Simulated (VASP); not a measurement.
A run of VASP 6.6.1 is set up as follows.

File INCAR:

```
SYSTEM = SnH
PREC = Accurate
ENCUT = 520
EDIFF = 1E-6
ISMEAR = 0
SIGMA = 0.2
LREAL = .FALSE.
LASPH = .TRUE.
NELM = 80
ALGO = Normal
ISIF = 2
LWAVE = .FALSE.
LCHARG = .FALSE.
GGA = PE
NBANDS = 40
```

The input KPOINTS:

```
Automatic mesh
0
G
  6 4 4
  0 0 0
```

The input POSCAR:

```
SnH
1.0
   -0.0054921325      0.0060583062      3.1989534332
    5.2470502752     -0.0126633845     -0.0087732662
   -0.0205529291      8.8904763419      0.0192694831
Sn H
4 4
Direct
   -0.0009776179      1.0001433977      0.3325544902
   -0.0005208531      0.5009449012      0.8329034509
    1.0005542559      0.4990717322      0.1670950117
    1.0008457154     -0.0001501586      0.6674438062
    0.4906789644     -0.0121538360      0.0421112640
    0.4877261217      0.4390852276      0.5228069376
    0.5122585122      0.5608360860      0.4771708234
    0.5094349014      1.0122226499     -0.0420857838
```

Potentials or basis: VASP PAW PBE potentials, release 64 (Sn_d, H).

The run is started by

```console
$ cat potpaw_PBE.64/Sn_d/POTCAR potpaw_PBE.64/H/POTCAR > POTCAR
$ mpirun -np 1 vasp_std > vasp.out
```

Question: Predict the largest force.

Answer: 0.007 eV/Å.

Question: Estimate the pressure.

Answer: -0.1 GPa.

Question: What does it give for the band gap on the k mesh?

Answer: Zero (bands 30 and 31 overlap by 2.47 eV).

Forces on the atoms (eV/Å):
```
Sn   0.001 -0.001  0.001
Sn   0.000  0.000  0.000
Sn   0.000  0.000  0.000
Sn   0.000  0.001  0.000
H    0.000  0.000  0.002
H   -0.002 -0.005  0.004
H    0.003  0.005 -0.004
H    0.000  0.000 -0.002
```

Caveat: spin-orbit coupling is left out, which moves the levels of the heavy elements.
